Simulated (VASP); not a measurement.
# Mo: single point with PBE

The system is Mo.

```
Mo
1.0
     0.00000    2.84515    2.84515
     2.84515    0.00000    2.84515
     2.84515    2.84515    0.00000
Mo
2
Direct
  0.12500 0.12500 0.12500
  0.87500 0.87500 0.87500
```

```json
{
 "Program": "VASP 6.6.1",
 "Task": "single point",
 "Functional": "PBE",
 "Potentials or basis": "VASP PAW PBE potentials, release 64 (Mo_sv)",
 "Cutoff": "520 eV",
 "k mesh": "10 × 10 × 10",
 "Occupations": "fermi-dirac, width 0.1 eV",
 "Spin": "no spin polarisation"
}
```

```json
{
  "Pressure": "0.4 GPa",
  "Band gap on the k mesh": "zero (band 14 reaches 7.08 eV, above the bottom of band 15 at 6.67 eV)"
}
```

Levels at points of the mesh, in eV from the Fermi level:
```csv
k point,band 12,band 13,band 14,band 15,band 16,band 17
"(0.00, 0.00, 0.00)",-1.31,-1.31,-1.31,1.32,1.32,1.32
"(0.50, 0.00, 0.00)",-1.93,-1.57,-1.57,0.36,2.29,2.29
"(0.50, 0.50, 0.00)",-1.52,-0.02,-0.02,0.59,0.59,3.96
```

Wall time 22 s on 1 thread of Intel(R) Xeon(R) Platinum 8488C (Sapphire Rapids), with other jobs on the host, peak memory 0.18 GiB.
